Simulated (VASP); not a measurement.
# Rb (P6_3/mmc) in VASP: notebook

The runs below take Rb through single point, with PBE.

Program: VASP 6.6.1. These are calculated values, not measurements. Logs are shortened: lines on timing, memory, paths and dates and some standing lists are left out, and cuts for length are marked.

## (1) The cell of the first run

The structure is hexagonal, space group P6_3/mmc (No. 194). Conventional cell: a = 5.106 Å, b = 5.106 Å, c = 8.414 Å, α = 90.00°, β = 90.00°, γ = 120.00°.

## (2) Single point, PBE (volume scaled by 1.04)

Contents of INCAR:

```
SYSTEM = Rb
PREC = Accurate
ENCUT = 520
EDIFF = 1E-7
ISMEAR = -1
SIGMA = 0.1
LREAL = .FALSE.
LASPH = .TRUE.
NELM = 80
ALGO = Normal
ISIF = 2
LWAVE = .FALSE.
LCHARG = .FALSE.
GGA = PE
NBANDS = 16
```

Contents of KPOINTS:

```
regular mesh
0
G
  12 12 7
  0 0 0
```

Contents of POSCAR:

```
Rb
1.0
    5.1055763808      0.0000000000      0.0000000000
   -2.5527881904      4.4215588467      0.0000000000
    0.0000000000      0.0000000000      8.4138045669
Rb
2
Direct
    0.3333333333      0.6666666667      0.2500000000
    0.6666666667      0.3333333333      0.7500000000
```

Potentials or basis: VASP PAW PBE potentials, release 64 (Rb_sv).

Run with:

```
$ cat potpaw_PBE.64/Rb_sv/POTCAR > POTCAR
$ mpirun -np 1 vasp_std > vasp.out
```

OUTCAR:

```text
SYSTEM = Rb
   PREC = Accurate
   ENCUT = 520
   EDIFF = 1E-7
   ISMEAR = -1
   LREAL = .FALSE.
   LASPH = .TRUE.
   NELM = 80
   ISIF = 2
   GGA = PE

 ion  position               nearest neighbor table
   1  0.333  0.667  0.250-   2 5.14   2 5.14   2 5.14   2 5.14   2 5.14   2 5.14
   2  0.667  0.333  0.750-   1 5.14   1 5.14   1 5.14   1 5.14   1 5.14   1 5.14

  LATTYP: Found a hexagonal cell.
 ALAT       =     5.1055763808
 C/A-ratio  =     1.6479637047

  Lattice vectors:

 A1 = (   5.1055763808,   0.0000000000,   0.0000000000)
 A2 = (  -2.5527881904,   4.4215588467,   0.0000000000)
 A3 = (   0.0000000000,   0.0000000000,   8.4138045669)

Analysis of symmetry for initial positions (statically):
=====================================================================
 Subroutine PRICEL returns:
 Original cell was already a primitive cell.

 Routine SETGRP: Setting up the symmetry group for a
 hexagonal supercell.

 Subroutine GETGRP returns: Found 24 space group operations
 (whereof 12 operations were pure point group operations)
 out of a pool of 24 trial point group operations.

The static configuration has the point symmetry D_3d.
 The point group associated with its full space group is D_6h.

Analysis of symmetry for dynamics (positions and initial velocities):
=====================================================================
 Subroutine PRICEL returns:
 Original cell was already a primitive cell.

 Routine SETGRP: Setting up the symmetry group for a
 hexagonal supercell.

 Subroutine GETGRP returns: Found 24 space group operations
 (whereof 12 operations were pure point group operations)
 out of a pool of 24 trial point group operations.

The dynamic configuration has the point symmetry D_3d.
 The point group associated with its full space group is D_6h.

 Subroutine INISYM returns: Found 24 space group operations
 (whereof 12 operations are pure point group operations),
 and found     1 'primitive' translations

----------------------------------------------------------------------------------------

                                     Primitive cell

  volume of cell :     189.9383
[... 76 lines left out ...]
   ions per type =               2
   NGX,Y,Z   is equivalent  to a cutoff of  13.02, 13.02, 12.65 a.u.
   NGXF,Y,Z  is equivalent  to a cutoff of  26.05, 26.05, 25.29 a.u.
 SYSTEM =  Rb
   PREC   = accura    normal or accurate (medium, high low for compatibility)
   ISTART =      0    job   : 0-new  1-cont  2-samecut
   ICHARG =      2    charge: 1-file 2-atom 10-const
   ISPIN  =      1    spin polarized calculation?
   LNONCOLLINEAR =      F non collinear calculations
   LSORBIT =      F    spin-orbit coupling
   LASPH  =      T    aspherical Exc in radial PAW
   ENCUT  =  520.0 eV  38.22 Ry    6.18 a.u.   9.49  9.49 15.64*2*pi/ulx,y,z
   NELM   =     80;   NELMIN=  2; NELMDL= -5     # of ELM steps
   EDIFF  = 0.1E-06   stopping-criterion for ELM
   LREAL  =      F    real-space projection
   EDIFFG = 0.1E-05   stopping-criterion for IOM
   NSW    =      0    number of steps for IOM
   IBRION =     -1    ionic relax: 0-MD 1-quasi-New 2-CG
   NFREE  =      0    steps in history (QN), initial steepest desc. (CG)
   ISIF   =      2    stress and relaxation
   ISYM   =      2    0-nonsym 1-usesym 2-fastsym
   POTIM  = 0.5000    time-step for ionic-motion
   TEBEG  =    0.0;   TEEND  =   0.0 temperature during run
   PSTRESS=    0.0 pullay stress
   NELECT =      18.0000    total number of electrons
   NUPDOWN=      -1.0000    fix difference up-down
   EMIN   =  10.00;   EMAX   =-10.00  energy-range for DOS
   EFERMI =   0.00;   METHOD = LEGACY
   ISMEAR =    -1;   SIGMA  =   0.10  broadening in eV -4-tet -1-fermi 0-gaus
   EFERMI_NEDOS =   21; number of points for ismear=-14 and -15
   IALGO  =     38    algorithm
   IMIX   =      4    mixing-type and parameters
     AMIX     =   0.40;   BMIX     =  1.00
     AMIX_MAG =   1.60;   BMIX_MAG =  1.00
  volume/ion in A,a.u.               =      94.97       640.88
  Fermi-wavevector in a.u.,A,eV,Ry     =   0.746383  1.410458  7.579627  0.557087
  Thomas-Fermi vector in A             =   1.842191
   LORBIT       =      0    0 simple, 1 ext, 2 COOP (PROOUT), +10 PAW based schemes
   GGA     = PE    functional components
   LHFCALC =     F    Hartree Fock is set to
   AEXX    =    0.0000 exact exchange contribution
   IVDW    =     0    specifies the selected vdW correction
   LEPSILON=     F    determine dielectric tensor
   LRPA    =     F    only Hartree local field effects (RPA)
 non-spin polarized calculation
  energy-cutoff  :      520.00
  volume of cell :      189.94
 maximum number of plane-waves:      5173
 NGX is ok and might be reduce to    40
   NGX = 19   NGY = 19   NGZ = 31

 number of electron      18.0000000 magnetization

 Free energy of the ion-electron system (eV)
  ---------------------------------------------------
  ext. energy  EPLUGINS =         0.00000000
  ---------------------------------------------------
  free energy    TOTEN  =        -1.90239653 eV

  energy without entropy =       -1.84214616  energy(sigma->0) =       -1.87227135

 E-fermi :  -0.0868     XC(G=0):  -5.3633

 val. band max:       -0.1044642445   @ k =   0.2500   0.1667   0.4286
 cond. band min:      -0.0819292790   @ k =   0.1667   0.1667   0.2857
 fundamental gap:      0.0225349655
 Fermi energy:        -0.0867962212

 k-point     1 :       0.0000    0.0000    0.0000
  band No.  band energies     occupation
      1     -29.0001      2.00000
      2     -28.9972      2.00000
      3     -13.1264      2.00000
      4     -13.0580      2.00000
      5     -13.0580      2.00000
      6     -13.0474      2.00000
[... 433 lines left out ...]
      3     -13.1112      2.00000
      4     -13.0986      2.00000
      5     -13.0936      2.00000
      6     -13.0714      2.00000
[... 8 lines left out ...]
     15       3.4703      0.00000
     16       3.9511      0.00000

 [... further k-points ...]
[... 5 lines left out ...]
  --------------------------------------------------------------------------------------
  -------------------------------------------------------------------------------------
  Total       -0.0918794     -0.0918794     -0.1422616      0.0000000      0.0000000      0.0000000
  in kB       -0.7750255     -0.7750255     -1.2000120      0.0000000      0.0000000      0.0000000
  external PRESSURE =      -0.9166876 kB  Pullay stress =       0.0000000 kB

 VOLUME and BASIS-vectors are now :
 -----------------------------------------------------------------------------
  energy-cutoff  :      520.00
  volume of cell :      189.94
      direct lattice vectors                 reciprocal lattice vectors
     5.105576381  0.000000000  0.000000000     0.195864272  0.113082290  0.000000000
    -2.552788190  4.421558847  0.000000000     0.000000000  0.226164580  0.000000000
     0.000000000  0.000000000  8.413804567     0.000000000  0.000000000  0.118852297

 POSITION                                       TOTAL-FORCE (eV/Angst)
 -----------------------------------------------------------------------------------
     -0.00000      2.94771      2.10345        -0.000000      0.000000      0.000000
      2.55279      1.47385      6.31035         0.000000     -0.000000      0.000000
 -----------------------------------------------------------------------------------
    total drift:                               -0.000000      0.000000     -0.000000

  FREE ENERGIE OF THE ION-ELECTRON SYSTEM (eV)
  ---------------------------------------------------
  free  energy   TOTEN  =        -1.9023965343 eV

  energy  without entropy=       -1.8421461593  energy(sigma->0) =       -1.87227135
```

Wall time 3.7 min (1 thread of AMD EPYC 7R13, shared host); peak memory 0.38 GiB.

What came out:

```yaml
Free_energy: -1.9024 eV
Pressure: -0.1 GPa
Band_gap_on_the_k_mesh: zero (band 9 reaches 0.90 eV, above the bottom of band 10 at -1.18 eV)
```

## (3) Single point, PBE (volume scaled by 1.08)

Contents of INCAR:

```
SYSTEM = Rb
  ALGO = Normal
  EDIFF = 1E-6
  ENCUT = 520
  GGA = PE
  ISIF = 2
  ISMEAR = -1
  LASPH = .TRUE.
  LCHARG = .FALSE.
  LREAL = .FALSE.
  LWAVE = .FALSE.
  NBANDS = 16
  NELM = 80
  PREC = Accurate
  SIGMA = 0.1
```

Contents of KPOINTS:

```
k-points
0
G
  12 12 7
  0 0 0
```

Contents of POSCAR:

```
Rb
1.0
    5.1702107914      0.0000000000      0.0000000000
   -2.5851053957      4.4775338883      0.0000000000
    0.0000000000      0.0000000000      8.5203197297
Rb
2
Direct
    0.3333333333      0.6666666667      0.2500000000
    0.6666666667      0.3333333333      0.7500000000
```

Potentials or basis: VASP PAW PBE potentials, release 64 (Rb_sv).

Run with:

```
$ cat potpaw_PBE.64/Rb_sv/POTCAR > POTCAR
$ mpirun -np 1 vasp_std > vasp.out
```

It took 3.2 min on 1 thread of AMD EPYC 7R13, shared host; peak memory 0.38 GiB.

The run converged. Its results:

- Free energy: -1.8963 eV
- Pressure: -0.2 GPa
- Band gap on the k mesh: zero (band 9 reaches 0.82 eV, above the bottom of band 10 at -1.23 eV)

Levels at points of the mesh, in eV from the Fermi level:
| k point | band 7 | band 8 | band 9 | band 10 | band 11 | band 12 |
| --- | --- | --- | --- | --- | --- | --- |
| (0.00, 0.00, 0.00) | -12.99 | -12.99 | -1.86 | 0.12 | 0.60 | 3.43 |
| (0.50, 0.00, 0.00) | -13.00 | -13.00 | 0.05 | 0.31 | 1.33 | 1.57 |

## (4) Single point, PBE (volume scaled by 1.12)

Contents of INCAR:

```
  PREC = Accurate
  ENCUT = 520
  EDIFF = 1E-7
  ISMEAR = -1
  SIGMA = 0.1
  LREAL = False
  LASPH = True
  NELM = 60
  ALGO = Normal
  ISIF = 2
  LWAVE = False
  LCHARG = True
  GGA = PE
  LELF = True
  LVHAR = True
  NBANDS = 16
```

Contents of KPOINTS:

```
regular mesh
0
Gamma
  12 12 7
```

Contents of POSCAR:

```
Rb
1.0
    5.2332683571      0.0000000000      0.0000000000
   -2.6166341786      4.5321433421      0.0000000000
    0.0000000000      0.0000000000      8.6242363093
Rb
2
Direct
    0.3333333333      0.6666666667      0.2500000000
    0.6666666667      0.3333333333      0.7500000000
```

Run with:

```
$ cat potpaw_PBE.64/Rb_sv/POTCAR > POTCAR
$ mpirun -np 1 vasp_std > vasp.out
```

Wall time 4.4 min (1 thread of AMD EPYC 7R13, shared host); peak memory 0.39 GiB.

It converged, with:

| Item | Value |
| --- | --- |
| Free energy | -1.8868 eV |
| Pressure | -0.2 GPa |
| Band gap on the k mesh | zero (band 9 reaches 0.74 eV, above the bottom of band 10 at -1.28 eV) |

Levels at points of the mesh, in eV from the Fermi level:
```
           k point  band 7  band 8  band 9  band 10  band 11  band 12
(0.00, 0.00, 0.00)  -13.01  -13.01   -1.82     0.13     0.58     3.39
(0.50, 0.00, 0.00)  -13.02  -13.02    0.05     0.30     1.34     1.57
```

## (5) Overview

```tsv
cell	gap on the mesh (eV)	pressure (GPa)
a = 5.106, b = 5.106, c = 8.414 Å, angles 90.0, 90.0, 120.0°, 2 atoms	none	-0.1
a = 5.170, b = 5.170, c = 8.520 Å, angles 90.0, 90.0, 120.0°, 2 atoms	none	-0.2
a = 5.233, b = 5.233, c = 8.624 Å, angles 90.0, 90.0, 120.0°, 2 atoms	none	-0.2
```

Alike in all rows: task single point; level PBE; potentials or basis VASP PAW PBE potentials, release 64 (Rb_sv); no spin polarisation; k mesh 12 × 12 × 7; cutoff (eV) 520; smearing fermi-dirac 0.1 eV.

Total energies depend on the potentials used, so only differences within one code and one set of settings carry meaning.
